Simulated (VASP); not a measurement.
# Cu (P-3m1) in VASP: single point with r2SCAN

Aim: the single point of Cu with r2SCAN.

Everything below comes from runs of VASP 6.6.1. Logs are shortened: lines on timing, memory, paths and dates and some standing lists are left out, and cuts for length are marked.

## 1. The cell of the first run

The structure is trigonal, space group P-3m1 (No. 164). The conventional cell has a = 2.531 Å, b = 2.531 Å, c = 4.130 Å, α = 90.00°, β = 90.00°, γ = 120.00°. Within 3.1 Å of Cu (site symmetry 3m) lie 12 Cu at 2.36 to 2.70 Å.

## 2. Single point, r2SCAN (atoms displaced along a vibrational mode)

File POSCAR:

```
Cu
1.0
    2.5305027254      0.0000000000      0.0000000000
   -1.2652513627      2.1914796445      0.0000000000
    0.0000000000      0.0000000000      4.1298555601
Cu
2
Direct
    0.3333333333      0.6666666667      0.2754246180
    0.6666666667      0.3333333333      0.7245753820
```

File INCAR.step1:

```
SYSTEM = Cu
PREC = Accurate
ENCUT = 520
ISMEAR = 0
SIGMA = 0.15
LREAL = .FALSE.
LASPH = .TRUE.
NELM = 60
NBANDS = 18
GGA = PE
ALGO = Normal
EDIFF = 1E-4
LWAVE = .TRUE.
LCHARG = .FALSE.
```

File INCAR.step2:

```
SYSTEM = Cu
PREC = Accurate
ENCUT = 520
EDIFF = 1E-6
ISMEAR = 0
SIGMA = 0.15
LREAL = .FALSE.
LASPH = .TRUE.
NELM = 60
ALGO = Normal
ISIF = 2
LWAVE = .FALSE.
LCHARG = .FALSE.
METAGGA = R2SCAN
LMIXTAU = .TRUE.
NBANDS = 18
ISTART = 1
```

File KPOINTS:

```
regular mesh
0
G
  30 30 14
  0 0 0
```

Potentials or basis: VASP PAW PBE potentials, release 64 (Cu).

Launch:

```sh
> cat potpaw_PBE.64/Cu/POTCAR > POTCAR
> cp INCAR.step1 INCAR
> mpirun -np 1 vasp_std > vasp.out
> cp INCAR.step2 INCAR
> mpirun -np 1 vasp_std > vasp.out
```

OUTCAR:

```text
SYSTEM = Cu
   PREC = Accurate
   ENCUT = 520
   EDIFF = 1E-6
   ISMEAR = 0
   LREAL = .FALSE.
   LASPH = .TRUE.
   NELM = 60
   ISIF = 2
   METAGGA = R2SCAN
   ISTART = 1

 ion  position               nearest neighbor table
   1  0.333  0.667  0.275-   2 2.36   2 2.36   2 2.36   2 2.70   2 2.70   2 2.70
   2  0.667  0.333  0.725-   1 2.36   1 2.36   1 2.36   1 2.70   1 2.70   1 2.70

  LATTYP: Found a hexagonal cell.
 ALAT       =     2.5305027254
 C/A-ratio  =     1.6320296827

  Lattice vectors:

 A1 = (   2.5305027254,   0.0000000000,   0.0000000000)
 A2 = (  -1.2652513627,   2.1914796445,   0.0000000000)
 A3 = (   0.0000000000,   0.0000000000,   4.1298555601)

Analysis of symmetry for initial positions (statically):
=====================================================================
 Subroutine PRICEL returns:
 Original cell was already a primitive cell.

 Routine SETGRP: Setting up the symmetry group for a
 hexagonal supercell.

 Subroutine GETGRP returns: Found 12 space group operations
 (whereof 12 operations were pure point group operations)
 out of a pool of 24 trial point group operations.

The static configuration has the point symmetry D_3d.

Analysis of symmetry for dynamics (positions and initial velocities):
=====================================================================
 Subroutine PRICEL returns:
 Original cell was already a primitive cell.

 Routine SETGRP: Setting up the symmetry group for a
 hexagonal supercell.

 Subroutine GETGRP returns: Found 12 space group operations
 (whereof 12 operations were pure point group operations)
 out of a pool of 24 trial point group operations.

The dynamic configuration has the point symmetry D_3d.

 Subroutine INISYM returns: Found 12 space group operations
 (whereof 12 operations are pure point group operations),
 and found     1 'primitive' translations

----------------------------------------------------------------------------------------

                                     Primitive cell

  volume of cell :      22.9023

  direct lattice vectors                    reciprocal lattice vectors
     2.530502725  0.000000000  0.000000000     0.395178393  0.228156351  0.000000000
    -1.265251363  2.191479645  0.000000000     0.000000000  0.456312703  0.000000000
     0.000000000  0.000000000  4.129855560     0.000000000  0.000000000  0.242139219

  length of vectors
     2.530502725  2.530502725  4.129855560     0.456312703  0.456312703  0.242139219

  position of ions in fractional coordinates (direct lattice)
     0.333333333  0.666666667  0.275424618
     0.666666667  0.333333333  0.724575382

  ion indices of the primitive-cell ions
   primitive index   ion index
                 1           1
                 2           2

----------------------------------------------------------------------------------------

 KPOINTS: regular mesh

Automatic generation of k-mesh.
 Grid dimensions read from file:
 generate k-points for:   30   30   14

 Generating k-lattice:

  Cartesian coordinates                     Fractional coordinates (reciprocal lattice)
     0.013172613  0.007605212  0.000000000     0.033333333  0.000000000  0.000000000
     0.000000000  0.015210423  0.000000000     0.000000000  0.033333333  0.000000000
     0.000000000  0.000000000  0.017295659     0.000000000  0.000000000  0.071428571

  Length of vectors
     0.015210423  0.015210423  0.017295659

  Shift w.r.t. Gamma in fractional coordinates (k-lattice)
     0.000000000  0.000000000  0.000000000

 Subroutine IBZKPT returns following result:
 ===========================================

 Found   1178 irreducible k-points:

 Following reciprocal coordinates:
            Coordinates               Weight
  0.000000  0.000000  0.000000      1.000000
  0.033333  0.000000  0.000000      6.000000
  0.066667  0.000000  0.000000      6.000000
  0.100000  0.000000  0.000000      6.000000
  0.133333  0.000000  0.000000      6.000000
  0.166667  0.000000  0.000000      6.000000
[... 16 lines left out ...]
  0.233333  0.033333  0.000000     12.000000
  0.266667  0.033333  0.000000     12.000000
 [... further k-points ...]
   k-points           NKPTS =   1178   k-points in BZ     NKDIM =   1178   number of bands    NBANDS=     18
   number of dos      NEDOS =    301   number of ions     NIONS =      2
   total plane-waves  NPLWV =  12800
   dimension x,y,z NGX =    20 NGY =   20 NGZ =   32
   dimension x,y,z NGXF=    40 NGYF=   40 NGZF=   64
   ions per type =               2
   NGX,Y,Z   is equivalent  to a cutoff of  13.14, 13.14, 12.88 a.u.
   NGXF,Y,Z  is equivalent  to a cutoff of  26.28, 26.28, 25.76 a.u.
 SYSTEM =  Cu
   PREC   = accura    normal or accurate (medium, high low for compatibility)
   ISTART =      1    job   : 0-new  1-cont  2-samecut
   ICHARG =      0    charge: 1-file 2-atom 10-const
   ISPIN  =      1    spin polarized calculation?
   LNONCOLLINEAR =      F non collinear calculations
   LSORBIT =      F    spin-orbit coupling
   LASPH  =      T    aspherical Exc in radial PAW
   ENCUT  =  520.0 eV  38.22 Ry    6.18 a.u.   4.71  4.71  7.68*2*pi/ulx,y,z
   NELM   =     60;   NELMIN=  2; NELMDL=  0     # of ELM steps
   EDIFF  = 0.1E-05   stopping-criterion for ELM
   LREAL  =      F    real-space projection
   EDIFFG = 0.1E-04   stopping-criterion for IOM
   NSW    =      0    number of steps for IOM
   IBRION =     -1    ionic relax: 0-MD 1-quasi-New 2-CG
   NFREE  =      0    steps in history (QN), initial steepest desc. (CG)
   ISIF   =      2    stress and relaxation
   ISYM   =      2    0-nonsym 1-usesym 2-fastsym
   POTIM  = 0.5000    time-step for ionic-motion
   TEBEG  =    0.0;   TEEND  =   0.0 temperature during run
   PSTRESS=    0.0 pullay stress
   NELECT =      22.0000    total number of electrons
   NUPDOWN=      -1.0000    fix difference up-down
   EMIN   =  10.00;   EMAX   =-10.00  energy-range for DOS
   EFERMI =   0.00;   METHOD = LEGACY
   ISMEAR =     0;   SIGMA  =   0.15  broadening in eV -4-tet -1-fermi 0-gaus
   EFERMI_NEDOS =   21; number of points for ismear=-14 and -15
   IALGO  =     38    algorithm
   IMIX   =      4    mixing-type and parameters
     AMIX     =   0.40;   BMIX     =  1.00
     AMIX_MAG =   1.60;   BMIX_MAG =  1.00
  volume/ion in A,a.u.               =      11.45        77.28
  Fermi-wavevector in a.u.,A,eV,Ry     =   1.615311  3.052494 35.500703  2.609228
  Thomas-Fermi vector in A             =   2.710079
   LORBIT       =      0    0 simple, 1 ext, 2 COOP (PROOUT), +10 PAW based schemes
   METAGGA = R2SCAN    functional components
   LHFCALC =     F    Hartree Fock is set to
   AEXX    =    0.0000 exact exchange contribution
   IVDW    =     0    specifies the selected vdW correction
   LEPSILON=     F    determine dielectric tensor
   LRPA    =     F    only Hartree local field effects (RPA)
 non-spin polarized calculation
 Gauss-broadening in eV      SIGMA  =   0.15
  energy-cutoff  :      520.00
  volume of cell :       22.90
 maximum number of plane-waves:       640
   NGX =  9   NGY =  9   NGZ = 15

 number of electron      21.9999993 magnetization

 Free energy of the ion-electron system (eV)
  ---------------------------------------------------
  ext. energy  EPLUGINS =         0.00000000
  ---------------------------------------------------
  free energy    TOTEN  =       -21.45735048 eV

  energy without entropy =      -21.45113106  energy(sigma->0) =      -21.45424077

 E-fermi :   7.7893     XC(G=0): -13.9231

 val. band max:        7.7881147408   @ k =  -0.1333   0.3000   0.2857
 cond. band min:       7.8042195204   @ k =  -0.1333   0.3667   0.3571
 fundamental gap:      0.0161047796
 Fermi energy:         7.7892660416

 k-point     1 :       0.0000    0.0000    0.0000
  band No.  band energies     occupation
      1      -2.1593      2.00000
      2       2.2713      2.00000
      3       4.5159      2.00000
      4       4.5160      2.00000
      5       4.5633      2.00000
      6       4.6456      2.00000
[... 10 lines left out ...]
     17      32.6517      0.00000
     18      32.6530      0.00000

 k-point     2 :       0.0333    0.0000    0.0000
  band No.  band energies     occupation
      1      -2.1211      2.00000
      2       2.2931      2.00000
      3       4.4599      2.00000
      4       4.5292      2.00000
      5       4.6127      2.00000
      6       4.6387      2.00000
[... 10 lines left out ...]
     17      32.9073      0.00000
     18      33.2717      0.00000

 k-point     3 :       0.0667    0.0000    0.0000
  band No.  band energies     occupation
      1      -2.0068      2.00000
      2       2.3571      2.00000
      3       4.3765      2.00000
      4       4.5677      2.00000
      5       4.6093      2.00000
      6       4.6756      2.00000
[... 10 lines left out ...]
     17      33.2510      0.00000
     18      33.8637      0.00000

 k-point     4 :       0.1000    0.0000    0.0000
  band No.  band energies     occupation
      1      -1.8177      2.00000
      2       2.4587      2.00000
      3       4.2799      2.00000
      4       4.5669      2.00000
      5       4.6258      2.00000
      6       4.7103      2.00000
[... 10 lines left out ...]
     17      33.3737      0.00000
     18      33.9737      0.00000

 k-point     5 :       0.1333    0.0000    0.0000
  band No.  band energies     occupation
      1      -1.5562      2.00000
      2       2.5895      2.00000
      3       4.1693      2.00000
      4       4.5045      2.00000
      5       4.6796      2.00000
      6       4.7684      2.00000
[... 10 lines left out ...]
     17      32.3013      0.00000
     18      33.7905      0.00000

 k-point     6 :       0.1667    0.0000    0.0000
  band No.  band energies     occupation
      1      -1.2256      2.00000
      2       2.7364      2.00000
      3       4.0435      2.00000
      4       4.4096      2.00000
      5       4.6301      2.00000
      6       4.6969      2.00000
[... 10 lines left out ...]
     17      30.7839      0.00000
     18      32.7006      0.00000

 k-point     7 :       0.2000    0.0000    0.0000
  band No.  band energies     occupation
      1      -0.8316      2.00000
      2       2.8806      2.00000
      3       3.9015      2.00000
      4       4.2826      2.00000
      5       4.5317      2.00000
      6       4.6834      2.00000
[... 10 lines left out ...]
     17      29.2662      0.00000
     18      31.4201      0.00000

 k-point     8 :       0.2333    0.0000    0.0000
  band No.  band energies     occupation
      1      -0.3819      2.00000
      2       2.9974      2.00000
      3       3.7476      2.00000
      4       4.1727      2.00000
      5       4.4924      2.00000
      6       4.6505      2.00000
[... 10 lines left out ...]
     17      27.8004      0.00000
     18      30.2727      0.00000
[... 229 lines left out ...]
     17      32.9808      0.00000
     18      33.5902      0.00000

 k-point    20 :       0.1333    0.0333    0.0000
  band No.  band energies     occupation
      1      -1.3716      2.00000
      2       2.6754      2.00000
      3       4.0974      2.00000
      4       4.4597      2.00000
      5       4.6296      2.00000
      6       4.7531      2.00000
[... 10 lines left out ...]
     17      31.5667      0.00000
     18      33.2629      0.00000

 k-point    21 :       0.1667    0.0333    0.0000
  band No.  band energies     occupation
      1      -1.0090      2.00000
      2       2.8230      2.00000
      3       3.9648      2.00000
      4       4.3397      2.00000
      5       4.5337      2.00000
      6       4.7244      2.00000
[... 10 lines left out ...]
     17      30.0408      0.00000
     18      32.1316      0.00000

 k-point    22 :       0.2000    0.0333    0.0000
  band No.  band energies     occupation
      1      -0.5865      2.00000
      2       2.9564      2.00000
      3       3.8178      2.00000
      4       4.2099      2.00000
      5       4.4813      2.00000
      6       4.6900      2.00000
[... 10 lines left out ...]
     17      28.5580      0.00000
     18      30.9831      0.00000

 k-point    23 :       0.2333    0.0333    0.0000
  band No.  band energies     occupation
      1      -0.1141      2.00000
      2       3.0503      2.00000
      3       3.6643      2.00000
      4       4.1178      2.00000
      5       4.4679      2.00000
      6       4.6480      2.00000
[... 10 lines left out ...]
     17      27.4251      0.00000
     18      30.0860      0.00000

 k-point    24 :       0.2667    0.0333    0.0000
  band No.  band energies     occupation
      1       0.3934      2.00000
      2       3.0872      2.00000
      3       3.5167      2.00000
      4       4.0730      2.00000
      5       4.4895      2.00000
      6       4.6089      2.00000
[... 10 lines left out ...]
     17      26.2798      0.00000
     18      29.4845      0.00000

 [... further k-points ...]

------------------------ aborting loop because EDIFF is reached ----------------------------------------

  FORCE on cell =-STRESS in cart. coord.  units (eV):
  Direction    XX          YY          ZZ          XY          YZ          ZX
  --------------------------------------------------------------------------------------
  -------------------------------------------------------------------------------------
  Total        0.5718858      0.5718858      1.2936057      0.0000000      0.0000000      0.0000000
  in kB       40.0074384     40.0074384     90.4968348      0.0000000      0.0000000      0.0000000
  external PRESSURE =      56.8372372 kB  Pullay stress =       0.0000000 kB

 VOLUME and BASIS-vectors are now :
 -----------------------------------------------------------------------------
  energy-cutoff  :      520.00
  volume of cell :       22.90
      direct lattice vectors                 reciprocal lattice vectors
     2.530502725  0.000000000  0.000000000     0.395178393  0.228156351  0.000000000
    -1.265251363  2.191479645  0.000000000     0.000000000  0.456312703  0.000000000
     0.000000000  0.000000000  4.129855560     0.000000000  0.000000000  0.242139219

 POSITION                                       TOTAL-FORCE (eV/Angst)
 -----------------------------------------------------------------------------------
     -0.00000      1.46099      1.13746        -0.000000     -0.000000     -1.795068
      1.26525      0.73049      2.99239         0.000000      0.000000      1.795068
 -----------------------------------------------------------------------------------
    total drift:                               -0.000000      0.000000      0.000000

  FREE ENERGIE OF THE ION-ELECTRON SYSTEM (eV)
  ---------------------------------------------------
  free  energy   TOTEN  =       -21.4573504842 eV

  energy  without entropy=      -21.4511310569  energy(sigma->0) =      -21.45424077
```

It took 9.9 min on 1 thread of Intel Xeon 6975P-C (Granite Rapids), shared host; peak memory 0.47 GiB.

Results:

- Free energy: -21.4574 eV
- Pressure: 5.7 GPa
- Largest force: 1.795 eV/Å
- Band gap on the k mesh: zero (bands 11 and 12 overlap by 6.23 eV)

Forces in eV/Å, atoms in the order of the input:
```
Cu   0.000  0.000 -1.795
Cu   0.000  0.000  1.795
```

Stress tensor (GPa, compression positive):
```
4.00 0.00 0.00
0.00 4.00 0.00
0.00 0.00 9.05
```

Levels at points of the mesh, in eV from the Fermi level:
```
           k point  band 7  band 8  band 9  band 10  band 11  band 12  band 13  band 14  band 15  band 16
(0.00, 0.00, 0.00)   -3.14   -2.59   -2.59    -1.83    -1.83    -0.95     3.97    22.35    23.25    23.25
(0.50, 0.00, 0.00)   -2.88   -1.81   -1.76    -1.62    -0.03     1.71     7.86     9.39    10.71    12.29
(0.00, 0.00, 0.50)   -3.32   -3.13   -2.25    -2.25    -1.93    -1.93    11.99    14.58    22.83    23.46
(0.50, 0.00, 0.50)   -2.16   -1.98   -1.77    -1.68     0.23     0.77     5.06     5.50    16.59    17.87
```

Caveat: the cell differs from its parent crystal (atoms displaced along a vibrational mode); the stress differs along the axes, from 4 to 9 GPa; the PAW data sets were made with another functional, which shifts forces and pressure a little.
